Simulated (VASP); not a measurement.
A run of VASP 6.6.1 is set up as follows.

INCAR

```
PREC = Accurate
ENCUT = 520
EDIFF = 1E-6
ISMEAR = -1
SIGMA = 0.1
LREAL = False
LASPH = True
NELM = 80
ALGO = Normal
ISIF = 2
LWAVE = False
LCHARG = True
GGA = CA
LELF = True
LVHAR = True
NBANDS = 20
```

KPOINTS

```
regular mesh
0
Gamma
  6 6 1
```

The input POSCAR:

```
Te2Mo
1.0
    3.5602328100      0.0000000000      0.0000000000
   -1.7801164100      3.0832520600      0.0000000000
    0.0000000000      0.0000000000     17.5240578200
Te Mo
2 1
Direct
    0.3333333333      0.6666666667      0.8978554500
    0.3333333333      0.6666666667      0.1021445500
    0.0000000000      0.0000000000      0.0000000000
```

Potentials or basis: VASP PAW LDA potentials, release 64 (Te, Mo_sv).

Launch:

```console
$ cat potpaw_LDA.64/Te/POTCAR potpaw_LDA.64/Mo_sv/POTCAR > POTCAR
$ mpirun -np 1 vasp_std > vasp.out
```

(1) Estimate the band gap on the k mesh.

(2) Predict the largest force.

Results:

(1) 1.04 eV, direct.

(2) 0.365 eV/Å.

Caveat: spin-orbit coupling is left out, which moves the levels of the heavy elements.
